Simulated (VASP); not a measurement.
# YTl (Fm-3m) in VASP: a series of runs, part 2 of 2

VASP 6.6.1. Earlier steps stand in the parts before.

### 3 Single point, LDA

File INCAR:

```
SYSTEM = YTl
PREC = Accurate ; ENCUT = 520
EDIFF = 1E-6 ; ISMEAR = 0
SIGMA = 0.05 ; LREAL = .FALSE.
LASPH = .TRUE. ; NELM = 100
ALGO = Normal ; ISIF = 2
LWAVE = .FALSE. ; LCHARG = .FALSE.
NBANDS = 19
```

File KPOINTS:

```
regular mesh
0
G
  5 5 5
  0 0 0
```

File POSCAR:

```
YTl
1.0
    0.0000000000      3.0527297352      3.0527297352
    3.0527297352      0.0000000000      3.0527297352
    3.0527297352      3.0527297352      0.0000000000
Y Tl
1 1
Direct
    0.0000000000      0.0000000000      0.0000000000
    0.5000000000      0.5000000000      0.5000000000
```

Potentials or basis: VASP PAW LDA potentials, release 64 (Y_sv, Tl_d).

Started as:

```bash
$ cat potpaw_LDA.64/Y_sv/POTCAR potpaw_LDA.64/Tl_d/POTCAR > POTCAR
$ mpirun -np 1 vasp_std > vasp.out
```

OUTCAR:

```text
SYSTEM = YTl
   PREC = Accurate
   ENCUT = 520
   EDIFF = 1E-6
   ISMEAR = 0
   LREAL = .FALSE.
   LASPH = .TRUE.
   NELM = 100
   ISIF = 2

 ion  position               nearest neighbor table
   1  0.000  0.000  0.000-   2 3.05   2 3.05   2 3.05   2 3.05   2 3.05   2 3.05
   2  0.500  0.500  0.500-   1 3.05   1 3.05   1 3.05   1 3.05   1 3.05   1 3.05

  LATTYP: Found a face centered cubic cell.
 ALAT       =     6.1054594704

  Lattice vectors:

 A1 = (   0.0000000000,   3.0527297352,   3.0527297352)
 A2 = (   3.0527297352,   0.0000000000,   3.0527297352)
 A3 = (   3.0527297352,   3.0527297352,   0.0000000000)

Analysis of symmetry for initial positions (statically):
=====================================================================
 Subroutine PRICEL returns:
 Original cell was already a primitive cell.

 Routine SETGRP: Setting up the symmetry group for a
 face centered cubic supercell.

 Subroutine GETGRP returns: Found 48 space group operations
 (whereof 48 operations were pure point group operations)
 out of a pool of 48 trial point group operations.

The static configuration has the point symmetry O_h .

Analysis of symmetry for dynamics (positions and initial velocities):
=====================================================================
 Subroutine PRICEL returns:
 Original cell was already a primitive cell.

 Routine SETGRP: Setting up the symmetry group for a
 face centered cubic supercell.

 Subroutine GETGRP returns: Found 48 space group operations
 (whereof 48 operations were pure point group operations)
 out of a pool of 48 trial point group operations.

The dynamic configuration has the point symmetry O_h .

 Subroutine INISYM returns: Found 48 space group operations
 (whereof 48 operations are pure point group operations),
 and found     1 'primitive' translations

----------------------------------------------------------------------------------------

                                     Primitive cell

  volume of cell :      56.8977

[... 90 lines left out ...]
   IALGO  =     38    algorithm
   IMIX   =      4    mixing-type and parameters
     AMIX     =   0.40;   BMIX     =  1.00
     AMIX_MAG =   1.60;   BMIX_MAG =  1.00
  volume/ion in A,a.u.               =      28.45       191.98
  Fermi-wavevector in a.u.,A,eV,Ry     =   1.227760  2.320130 20.509356  1.507395
  Thomas-Fermi vector in A             =   2.362711
   LORBIT       =      0    0 simple, 1 ext, 2 COOP (PROOUT), +10 PAW based schemes
   GGA     = CA    functional components
   LHFCALC =     F    Hartree Fock is set to
   AEXX    =    0.0000 exact exchange contribution
   IVDW    =     0    specifies the selected vdW correction
   LEPSILON=     F    determine dielectric tensor
   LRPA    =     F    only Hartree local field effects (RPA)
 non-spin polarized calculation
 Gauss-broadening in eV      SIGMA  =   0.05
  energy-cutoff  :      520.00
  volume of cell :       56.90
 maximum number of plane-waves:      1539
   NGX = 17   NGY = 17   NGZ = 17

 number of electron      23.9999998 magnetization

 Free energy of the ion-electron system (eV)
  ---------------------------------------------------
  ext. energy  EPLUGINS =         0.00000000
  ---------------------------------------------------
  free energy    TOTEN  =       -10.25486092 eV

  energy without entropy =      -10.24139988  energy(sigma->0) =      -10.24813040

 E-fermi :   4.6696     XC(G=0): -10.3191

 val. band max:        4.6600748414   @ k =  -0.2000   0.2000   0.0000
 cond. band min:       4.6778045699   @ k =  -0.4000   0.2000   0.0000
 fundamental gap:      0.0177297285
 Fermi energy:         4.6695947932

 k-point     1 :       0.0000    0.0000    0.0000
  band No.  band energies     occupation
      1     -37.6841      2.00000
      2     -17.7827      2.00000
      3     -17.7827      2.00000
      4     -17.7827      2.00000
      5      -6.7718      2.00000
      6      -6.7718      2.00000
[... 197 lines left out ...]
      6      -6.6372      2.00000
[... 11 lines left out ...]
     18      10.2857      0.00000
     19      13.1109      0.00000

------------------------ aborting loop because EDIFF is reached ----------------------------------------

  FORCE on cell =-STRESS in cart. coord.  units (eV):
  Direction    XX          YY          ZZ          XY          YZ          ZX
  --------------------------------------------------------------------------------------
  -------------------------------------------------------------------------------------
  Total        0.0304077      0.0304077      0.0304077     -0.0000000     -0.0000000      0.0000000
  in kB        0.8562483      0.8562483      0.8562483     -0.0000000     -0.0000000      0.0000000
  external PRESSURE =       0.8562483 kB  Pullay stress =       0.0000000 kB

 VOLUME and BASIS-vectors are now :
 -----------------------------------------------------------------------------
  energy-cutoff  :      520.00
  volume of cell :       56.90
      direct lattice vectors                 reciprocal lattice vectors
     0.000000000  3.052729735  3.052729735    -0.163787837  0.163787837  0.163787837
     3.052729735  0.000000000  3.052729735     0.163787837 -0.163787837  0.163787837
     3.052729735  3.052729735  0.000000000     0.163787837  0.163787837 -0.163787837

 POSITION                                       TOTAL-FORCE (eV/Angst)
 -----------------------------------------------------------------------------------
      0.00000      0.00000      0.00000         0.000000      0.000000      0.000000
      3.05273      3.05273      3.05273         0.000000      0.000000      0.000000
 -----------------------------------------------------------------------------------
    total drift:                                0.000000     -0.000000      0.000000

  FREE ENERGIE OF THE ION-ELECTRON SYSTEM (eV)
  ---------------------------------------------------
  free  energy   TOTEN  =       -10.2548609161 eV

  energy  without entropy=      -10.2413998806  energy(sigma->0) =      -10.24813040
```

OSZICAR:

```text
N       E                     dE             d eps       ncg     rms          rms(c)
DAV:   1     0.107031925798E+03    0.10703E+03   -0.12988E+04   380   0.122E+03
DAV:   2    -0.700738558218E+01   -0.11404E+03   -0.11229E+03   429   0.276E+02
DAV:   3    -0.106864226602E+02   -0.36790E+01   -0.36301E+01   550   0.361E+01
DAV:   4    -0.107440537583E+02   -0.57631E-01   -0.57509E-01   444   0.414E+00
DAV:   5    -0.107453740713E+02   -0.13203E-02   -0.13202E-02   455   0.545E-01    0.271E+01
DAV:   6    -0.103476614863E+02    0.39771E+00   -0.41109E-01   404   0.404E+00    0.171E+01
DAV:   7    -0.102720913808E+02    0.75570E-01   -0.60813E-01   456   0.438E+00    0.171E+00
DAV:   8    -0.102568250206E+02    0.15266E-01   -0.13798E-01   404   0.222E+00    0.376E-01
DAV:   9    -0.102548831462E+02    0.19419E-02   -0.73540E-03   403   0.514E-01    0.227E-01
DAV:  10    -0.102549296510E+02   -0.46505E-04   -0.10538E-03   444   0.178E-01    0.234E-01
DAV:  11    -0.102548639442E+02    0.65707E-04   -0.19008E-04   401   0.833E-02    0.277E-02
DAV:  12    -0.102548606894E+02    0.32548E-05   -0.36621E-05   504   0.323E-02    0.253E-02
DAV:  13    -0.102548609161E+02   -0.22669E-06   -0.11239E-06   332   0.563E-03
   1 F= -.10254861E+02 E0= -.10248130E+02  d E =-.134610E-01
```

stdout:

```text
POSCAR found type information on POSCAR Y Tl
 POSCAR found :  2 types and       2 ions
 scaLAPACK will be used
 LDA part: xc-table for (Slater(with rela. corr.)+CA(PZ))
 , standard interpolation
 POSCAR, INCAR and KPOINTS ok, starting setup
 FFT: planning ... GRIDC
 FFT: planning ... GRID_SOFT
 FFT: planning ... GRID
 WAVECAR not read
 entering main loop
```

Run time: 8.9 s. Hardware: 1 thread of Intel Xeon Platinum 8488C (Sapphire Rapids), shared host; peak memory 0.17 GiB.

Results:

| Item | Value |
| --- | --- |
| Free energy | -10.2549 eV |
| Pressure | 0.1 GPa |
| Band gap on the k mesh | zero (bands 12 and 13 overlap by 1.94 eV) |

Levels at points of the mesh, in eV from the Fermi level:
| k point | band 10 | band 11 | band 12 | band 13 | band 14 | band 15 |
| --- | --- | --- | --- | --- | --- | --- |
| (0.00, 0.00, 0.00) | -8.17 | 1.87 | 1.87 | 1.87 | 2.95 | 2.95 |

Caveat: spin-orbit coupling is left out, which moves the levels of the heavy elements.
